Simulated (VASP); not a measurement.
Input of a VASP 6.6.1 run:

File INCAR:

```
SYSTEM = Fe
PREC = Accurate ; ENCUT = 600
EDIFF = 1E-6 ; ISMEAR = -1
SIGMA = 0.1 ; LREAL = .FALSE.
LASPH = .TRUE. ; NELM = 150
ALGO = Normal ; ISIF = 3
LWAVE = .FALSE. ; LCHARG = .FALSE.
ISPIN = 2 ; MAGMOM = 2.5
LORBIT = 11 ; LMAXMIX = 4
GGA = PE ; IBRION = 2
NSW = 60 ; EDIFFG = -0.005
PSTRESS = -19.0
```

File KPOINTS:

```
Automatic mesh
0
G
  19 19 19
  0 0 0
```

The input POSCAR:

```
Fe
1.0
   -1.4210113142      1.4210113142      1.4210113142
    1.4210113142     -1.4210113142      1.4210113142
    1.4210113142      1.4210113142     -1.4210113142
Fe
1
Direct
    0.0000000000      0.0000000000      0.0000000000
```

Potentials or basis: VASP PAW PBE potentials, release 64 (Fe).

The run is started by

```bash
$ cat potpaw_PBE.64/Fe/POTCAR > POTCAR
$ mpirun -np 1 vasp_std > vasp.out
```

(1) Predict the space group after relaxing (to 0.1 Å).

(2) Predict the relaxed volume.

(3) Estimate the site moments.

(4) Predict the net moment.

## Answers

(1) Im-3m (No. 229).

(2) 11.47 Å³/atom.

(3) Fe +2.20 μB.

(4) 2.20 μB per cell.

Caveat: the cell is relaxed towards a set pressure, so the run minimises the enthalpy, not the energy.
